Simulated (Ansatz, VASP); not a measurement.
# InSb: VASP beside Ansatz

```xyz
2
Lattice="0.0000 3.2776 3.2776 3.2776 0.0000 3.2776 3.2776 3.2776 0.0000" Properties=species:S:1:pos:R:3 pbc="T T T"
In    0.0000    0.0000    0.0000
Sb    1.6388    1.6388    1.6388
```

Alike in both runs: functional r2SCAN; k mesh 11 × 11 × 11; occupations fermi-dirac, width 0.1 eV; no spin polarisation.

Ansatz relaxed the structure, and its values are those at the end. VASP's run is a single point on that final structure, the one shown.

|  | VASP | Ansatz |
| --- | --- | --- |
| version | VASP 6.6.1 | Ansatz 0.2.0 |
| potentials or method | VASP PAW PBE potentials, release 64 (In_d, Sb) | PAW with Ansatz's default frozen-core files, scalar-relativistic |
| plane-wave cutoff (eV) | 520 | 500 |
| valence electrons in the cell | 18 | 28 |

|  | VASP | Ansatz | Ansatz less VASP |
| --- | --- | --- | --- |
| pressure (GPa) | 0.0 | 0.0 | 0.00 |

VASP's potentials were made for PBE, not for r2SCAN. VASP's potentials hold 18 valence electrons a cell and Ansatz's 28, so a difference there can come from the potentials and not from the codes.

Spin-orbit coupling is off throughout.
